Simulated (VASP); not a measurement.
Write the native input for VASP 6.6.1 that does the following.

```yaml
Task: relaxation of cell and atoms
Functional: r2SCAN
Potentials_or_basis: VASP PAW PBE potentials, release 64 (As)
Cutoff: 600 eV
k_mesh: 9 × 9 × 9
Occupations: gaussian, width 0.02 eV
Spin: no spin polarisation
Dipole_correction: no
Further_INCAR_settings: ALGO = Normal; EDIFF = 1e-06; IBRION = 2; EDIFFG = -0.005; NSW = 100; ISIF = 3
```

The system is As.

```
CELL_PARAMETERS angstrom
1.79429 1.03594 5.08034
-1.79429 1.03594 5.08034
0.00000 -2.07187 5.08034
ATOMIC_POSITIONS crystal
As 0.78856 0.78856 0.78856
As 0.21144 0.21144 0.21144
```

The input as run:

POSCAR

```
As
1.0
    1.7942939793      1.0359361119      5.0803418975
   -1.7942939793      1.0359361119      5.0803418975
    0.0000000000     -2.0718722239      5.0803418975
As
2
Direct
    0.7885552421      0.7885552421      0.7885552421
    0.2114447579      0.2114447579      0.2114447579
```

INCAR.step1

```
PREC = Accurate ; ENCUT = 600
ISMEAR = 0 ; SIGMA = 0.02
LREAL = False ; LASPH = True
NELM = 80 ; GGA = PE
ALGO = Normal ; EDIFF = 1E-4
LWAVE = True ; LCHARG = False
```

INCAR.step2

```
PREC = Accurate ; ENCUT = 600
EDIFF = 1E-6 ; ISMEAR = 0
SIGMA = 0.02 ; LREAL = False
LASPH = True ; NELM = 80
ALGO = Normal ; ISIF = 3
LWAVE = False ; LCHARG = False
METAGGA = R2SCAN ; LMIXTAU = True
IBRION = 2 ; NSW = 100
EDIFFG = -0.005 ; ISTART = 1
```

KPOINTS

```
regular mesh
0
Gamma
  9 9 9
```

Potentials or basis: VASP PAW PBE potentials, release 64 (As).

Command:

```sh
$ cat potpaw_PBE.64/As/POTCAR > POTCAR
$ cp INCAR.step1 INCAR
$ mpirun -np 1 vasp_std > vasp.out
$ cp INCAR.step2 INCAR
$ mpirun -np 1 vasp_std > vasp.out
```

It gave:

* Relaxed volume: 28.37 Å³/atom
* Relaxed cell: a = 5.492 Å, b = 5.492 Å, c = 5.492 Å, α = 38.15°, β = 38.15°, γ = 38.15°
* Space group after relaxing (to 0.1 Å): R-3m (No. 166)
* Energy gained by relaxing: 0.1 meV/atom
* Ionic steps: 5
* Pressure after relaxing: 0.0 GPa
* Band gap on the k mesh: 0.66 eV (least direct gap 1.41 eV)

Caveat: the PAW data sets were made with another functional, which shifts forces and pressure a little.

Run time: 8.3 min on 1 thread of Intel(R) Xeon(R) 6975P-C (Granite Rapids), with other jobs on the host, peak memory 0.37 GiB.
